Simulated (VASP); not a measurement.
Write the native input for VASP 6.6.1 that does the following.

```
Task                   : single point
Functional             : PBEsol
Potentials or basis    : VASP PAW PBE potentials, release 64 (C)
Cutoff                 : 520 eV
k mesh                 : 11 × 11 × 4
Occupations            : fermi-dirac, width 0.15 eV
Spin                   : no spin polarisation
Dipole correction      : no
Further INCAR settings : ALGO = Normal; EDIFF = 1e-06; NBANDS = 16
```

The structure of C lies in POSCAR:

```
C
1.0
    1.2058179500     -2.0885526882      0.0000000000
    1.2058179500      2.0885526882      0.0000000000
    0.0000000000      0.0000000000      7.0434084330
C
4
Direct
    0.0833800000      0.9166200000      0.7531400000
    0.5833800000      0.4166200000      0.2468600000
    0.9166200000      0.0833800000      0.2468600000
    0.4166200000      0.5833800000      0.7531400000
```

These files were run (other wordings do the same):

INCAR

```
SYSTEM = C
ALGO = Normal
EDIFF = 1E-6
ENCUT = 520
GGA = PS
ISIF = 2
ISMEAR = -1
LASPH = .TRUE.
LCHARG = .TRUE.
LELF = .TRUE.
LREAL = .FALSE.
LVHAR = .TRUE.
LWAVE = .FALSE.
NBANDS = 16
NELM = 100
PREC = Accurate
SIGMA = 0.15
```

KPOINTS

```
k-points
0
G
  11 11 4
  0 0 0
```

Potentials or basis: VASP PAW PBE potentials, release 64 (C).

Command:

```console
$ cat potpaw_PBE.64/C/POTCAR > POTCAR
$ mpirun -np 1 vasp_std > vasp.out
```

Results of the run:

```json
{"Pressure": "17.7 GPa", "Largest force": "0.043 eV/Å"}
```

Caveat: the cell stands under pressure; this functional lacks dispersion, which binds the layers, so the pressure and a relaxed spacing across them are unreliable; the PAW data sets were made with another functional, which shifts forces and pressure a little.

Wall time 49 s on 1 thread of AMD EPYC 7R43 64-Core Processor (Zen 3), on a shared host, peak memory 0.13 GiB.
